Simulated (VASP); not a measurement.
Wanted: the native input for a VASP 6.6.1 run.

| Quantity | Value |
| --- | --- |
| Task | relaxation of cell and atoms |
| Functional | PBE |
| Potentials or basis | VASP PAW PBE potentials, release 64 (Bi_d) |
| Cutoff | 600 eV |
| k mesh | 13 × 13 × 13 |
| Occupations | fermi-dirac, width 0.1 eV |
| Spin | no spin polarisation |
| Target pressure | 44 GPa |
| Dipole correction | no |
| Further INCAR settings | ALGO = Normal; EDIFF = 1e-06; IBRION = 2; EDIFFG = -0.005; NSW = 32; ISIF = 3 |

The structure of Bi lies in POSCAR:

```
Bi
1.0
    2.8813280588      0.0000000000      0.0000000000
    0.0000000000      2.8813280588      0.0000000000
    0.0000000000      0.0000000000      2.8813280588
Bi
1
Direct
    0.0000000000      0.0000000000      0.0000000000
```

The input as run:

INCAR

```
PREC     = Accurate       # precision mode
ENCUT    = 600            # plane-wave cutoff, eV
EDIFF    = 1E-6           # SCF threshold, eV
ISMEAR   = -1             # smearing method
SIGMA    = 0.1            # smearing width, eV
LREAL    = F              # projectors in reciprocal space
LASPH    = T              # aspherical terms in the spheres
NELM     = 80             # most SCF steps
ALGO     = Normal         # electronic algorithm
ISIF     = 3              # what is computed and relaxed
LWAVE    = F              # write WAVECAR
LCHARG   = F              # write CHGCAR
GGA      = PE             # functional
IBRION   = 2              # ionic algorithm
NSW      = 32             # ionic steps
EDIFFG   = -0.005         # ionic threshold
PSTRESS  = 440.0
```

KPOINTS

```
regular mesh
0
Gamma
  13 13 13
```

Potentials or basis: VASP PAW PBE potentials, release 64 (Bi_d).

Run with:

```console
$ cat potpaw_PBE.64/Bi_d/POTCAR > POTCAR
$ mpirun -np 1 vasp_std > vasp.out
```

It gave:

| Quantity | Value |
| --- | --- |
| Pressure after relaxing | 44.0 GPa |

Caveat: the relaxation stopped at its first step, so nothing moved; the cell is relaxed towards a set pressure, so the enthalpy falls and the energy may rise.

It took 24 s on 1 thread of Intel Xeon 8259CL, with other jobs on the host, peak memory 0.15 GiB.
